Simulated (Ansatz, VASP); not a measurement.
Cd2SO in VASP and in Ansatz

File INCAR:

```
SYSTEM = Cd2SO
PREC = Accurate
ENCUT = 520
EDIFF = 1E-6
ISMEAR = -1
SIGMA = 0.02
LREAL = .FALSE.
LASPH = .TRUE.
NELM = 100
ALGO = Normal
ISIF = 2
LWAVE = .FALSE.
LCHARG = .FALSE.
GGA = PE
NBANDS = 26
```

File KPOINTS:

```
regular mesh
0
G
  6 6 4
  0 0 0
```

Contents of POSCAR:

```
Cd2SO
1.0
    3.9683541252      0.0000000000      0.0000000000
    0.0000000000      3.9683541252      0.0000000000
    0.0000000000      0.0000000000      5.4933188121
O Cd S
1 2 1
Direct
    0.0000000000      0.0000000000      0.0000000000
    0.0000000000      0.5000000000      0.7925351347
    0.5000000000      0.0000000000      0.2074648653
    0.5000000000      0.5000000000      0.5000000000
```

Input for Ansatz:

```yaml
crystal:
  lattice:
    - [3.9683541252, 0.0, 0.0]
    - [0.0, 3.9683541252, 0.0]
    - [0.0, 0.0, 5.4933188121]
  atoms:
    - { symbol: O, position: [0.0, 0.0, 0.0] }
    - { symbol: Cd, position: [0.0, 0.5, 0.7925351347] }
    - { symbol: S, position: [0.5, 0.5, 0.5] }
    - { symbol: Cd, position: [0.5, 0.0, 0.2074648653] }
kpoints:
  mp_grid: { grid: [6, 6, 4] }
hamiltonian:
  xc: pbe
scf:
  occupations: { method: fermi_dirac, width: 0.02 }
  n_extra_bands: 5
output:
  forces: true
  stress: true
  eigenvalues: true
```

Alike in both runs: task single point; functional PBE; k mesh 6 × 6 × 4; occupations fermi-dirac, width 0.02 eV; no spin polarisation.

|  | VASP | Ansatz |
| --- | --- | --- |
| version | VASP 6.6.1 | Ansatz 0.2.0 |
| potentials or method | VASP PAW PBE potentials, release 64 (O, Cd, S) | plane waves, PAW |
| plane-wave cutoff (eV) | 520 | 420 |
| valence electrons in the cell | 36 | 52 |

|  | VASP | Ansatz | Ansatz less VASP |
| --- | --- | --- | --- |
| pressure (GPa) | -1.4 | -1.9 | -0.50 |
| rms of the force components (eV/Å) | 0.016 | 0.007 | -0.0087 |

With one functional, cell and mesh, what is left measures potentials, basis and numerics. VASP's potentials hold 36 valence electrons a cell and Ansatz's 52, so a difference there can come from the potentials and not from the codes.
